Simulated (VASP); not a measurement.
Set up this calculation in VASP 6.6.1, as the native input.

```
Task                   : single point
Functional             : PBE
Potentials or basis    : VASP PAW PBE potentials, release 64 (Ti_sv, C)
Cutoff                 : 520 eV
k mesh                 : 24 × 24 × 24
Occupations            : gaussian, width 0.15 eV
Spin                   : no spin polarisation
Dipole correction      : no
Further INCAR settings : ALGO = Normal; EDIFF = 1e-06; NBANDS = 15
```

The structure of TiC lies in POSCAR:

```
TiC
1.0
    0.0000000000      2.1122999875      2.0581384493
    2.1122999875      0.0000000000      2.0581384493
    2.1122999875      2.1122999875      0.0000000000
Ti C
1 1
Direct
    0.0000000000      0.0000000000      0.0000000000
    0.5000000000      0.5000000000      0.5000000000
```

This cell differs from its parent crystal: strain -0.025 along x and y, -0.050 along z.

These files were run (other wordings do the same):

INCAR

```
SYSTEM = TiC
PREC = Accurate ; ENCUT = 520
EDIFF = 1E-6 ; ISMEAR = 0
SIGMA = 0.15 ; LREAL = .FALSE.
LASPH = .TRUE. ; NELM = 100
ALGO = Normal ; ISIF = 2
LWAVE = .FALSE. ; LCHARG = .FALSE.
GGA = PE ; NBANDS = 15
```

KPOINTS

```
regular mesh
0
G
  24 24 24
  0 0 0
```

Potentials or basis: VASP PAW PBE potentials, release 64 (Ti_sv, C).

Launch:

```console
$ cat potpaw_PBE.64/Ti_sv/POTCAR potpaw_PBE.64/C/POTCAR > POTCAR
$ mpirun -np 1 vasp_std > vasp.out
```

It gave:

```json
{"Pressure": "31.8 GPa", "Band gap on the k mesh": "zero (band 8 reaches 11.52 eV, above the bottom of band 9 at 10.02 eV)"}
```

Caveat: the cell differs from its parent crystal (strain -0.025 along x and y, -0.050 along z).

It took 3.7 min on 1 thread of Intel(R) Xeon(R) Platinum 8488C (Sapphire Rapids), with other jobs on the host, peak memory 0.4 GiB.
